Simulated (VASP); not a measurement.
A run of VASP 6.6.1 is set up as follows.

INCAR

```
SYSTEM = ZnSe
ALGO = Normal
EDIFF = 1E-7
ENCUT = 520
ISIF = 2
ISMEAR = 0
LASPH = .TRUE.
LCHARG = .TRUE.
LELF = .TRUE.
LREAL = .FALSE.
LVHAR = .TRUE.
LWAVE = .FALSE.
NBANDS = 16
NELM = 80
PREC = Accurate
SIGMA = 0.05
```

KPOINTS

```
k-points
0
G
  10 10 10
  0 0 0
```

Contents of POSCAR:

```
ZnSe
1.0
    0.0000000000      3.0100032112      2.8329441988
    2.8329441988      0.0000000000      2.8329441988
    2.8329441988      3.0100032112      0.0000000000
Zn Se
1 1
Direct
    0.0000000000      0.0000000000      0.0000000000
    0.7500000000      0.7500000000      0.7500000000
```

Potentials or basis: VASP PAW LDA potentials, release 64 (Zn, Se).

Command:

```bash
$ cat potpaw_LDA.64/Zn/POTCAR potpaw_LDA.64/Se/POTCAR > POTCAR
$ mpirun -np 1 vasp_std > vasp.out
```

Task: What does it give for the band gap on the k mesh?

Result: 0.74 eV, direct.

Task: Predict the pressure.

Result: -6.1 GPa.

Stress tensor (GPa, compression positive):
```
-5.20  0.00  0.00
 0.00 -7.85  0.00
 0.00  0.00 -5.20
```
